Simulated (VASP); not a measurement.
Input of a VASP 6.6.1 run:

INCAR

```
SYSTEM = Sn
PREC     = Accurate       ! precision mode
ENCUT    = 520            ! plane-wave cutoff, eV
EDIFF    = 1E-7           ! SCF threshold, eV
ISMEAR   = 0              ! smearing method
SIGMA    = 0.15           ! smearing width, eV
LREAL    = .False.        ! projectors in reciprocal space
LASPH    = .True.         ! aspherical terms in the spheres
NELM     = 100            ! most SCF steps
ALGO     = Fast           ! electronic algorithm
ISIF     = 2              ! what is computed and relaxed
LWAVE    = .False.        ! write WAVECAR
LCHARG   = .True.         ! write CHGCAR
GGA      = PE             ! functional
LELF     = .True.         ! ELF
LVHAR    = .True.       
NBANDS   = 21             ! bands
```

Contents of KPOINTS:

```
Automatic mesh
0
Gamma
  12 12 12
  0 0 0
```

POSCAR

```
Sn
1.0
    0.0000000000      3.1969160000      3.2456000000
    3.1969160000      0.0000000000      3.2456000000
    3.1969160000      3.1969160000      0.0000000000
Sn
2
Direct
    0.5000000000      0.5000000000      0.5000000000
    0.7500000000      0.7500000000      0.7500000000
```

Potentials or basis: VASP PAW PBE potentials, release 64 (Sn_d).

Command:

```console
$ cat potpaw_PBE.64/Sn_d/POTCAR > POTCAR
$ mpirun -np 1 vasp_std > vasp.out
```

Question: What does it give for the band gap on the k mesh?

Answer: Zero (bands 14 and 15 overlap by 0.07 eV).

Question: What does it give for the pressure?

Answer: 4.8 GPa.

Stress tensor (GPa, compression positive):
```
4.94 0.00 0.00
0.00 4.94 0.00
0.00 0.00 4.49
```

Caveat: the cell differs from its parent crystal (strain -0.015 along x and y, +0.000 along z); the cell stands under pressure; spin-orbit coupling is left out, which moves the levels of the heavy elements.
